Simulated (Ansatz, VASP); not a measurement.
## Nb: VASP beside Ansatz

```
Nb
1.0
     0.00000    2.06857    2.06857
     2.06857    0.00000    2.06857
     2.06857    2.06857    0.00000
Nb
1
Direct
  0.00000 0.00000 0.00000
```

Alike in both runs: functional LDA; k mesh 11 × 11 × 11; occupations methfessel-paxton of order 1, width 0.05 eV; no spin polarisation.

Ansatz relaxed the structure, and its values are those at the end. VASP's run is a single point on that final structure, the one shown.

|  | VASP | Ansatz |
| --- | --- | --- |
| version | VASP 6.6.1 | Ansatz 0.2.0 |
| potentials or method | VASP PAW LDA potentials, release 64 (Nb_sv), cutoff 500 eV | plane waves, PAW |
| valence electrons in the cell | 13 | 13 |

Ansatz gave:

```
pressure (GPa) : 0.0
```

Q: Which values does VASP return?

A: Pressure (GPa): -0.2.

Ansatz warns that its potentials were made for another functional, while VASP's fit it. LDA's correlation is that of Perdew and Zunger in VASP and of Perdew and Wang (1992) in Ansatz.
